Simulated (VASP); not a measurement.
Input of a VASP 6.6.1 run:

INCAR

```
ALGO = Normal ; EDIFF = 1E-6
ENCUT = 500 ; GGA = RE
GGA_COMPAT = F ; ISIF = 2
ISMEAR = 0 ; LASPH = T
LCHARG = T ; LELF = T
LREAL = F ; LVHAR = T
LWAVE = F ; NBANDS = 17
NELM = 120 ; PREC = Accurate
SIGMA = 0.05
```

File KPOINTS:

```
k-points
0
Gamma
  6 6 6
```

Contents of POSCAR:

```
TePb
1.0
    0.0000000000      3.2707592786      3.2707592786
    3.2707592786      0.0000000000      3.2707592786
    3.2707592786      3.2707592786      0.0000000000
Pb Te
1 1
Direct
    0.5000000000      0.5000000000      0.5000000000
    0.0000000000      0.0000000000      0.0000000000
```

Potentials or basis: VASP PAW PBE potentials, release 64 (Pb_d, Te).

Launch:

```bash
$ cat potpaw_PBE.64/Pb_d/POTCAR potpaw_PBE.64/Te/POTCAR > POTCAR
$ mpirun -np 1 vasp_std > vasp.out
```

(1) Predict the band gap on the k mesh.

(2) What does it give for the pressure?

Results:

(1) 0.86 eV, direct.

(2) 1.5 GPa.

Caveat: the PAW data sets were made with another functional, which shifts forces and pressure a little; spin-orbit coupling is left out, which moves the levels of the heavy elements.
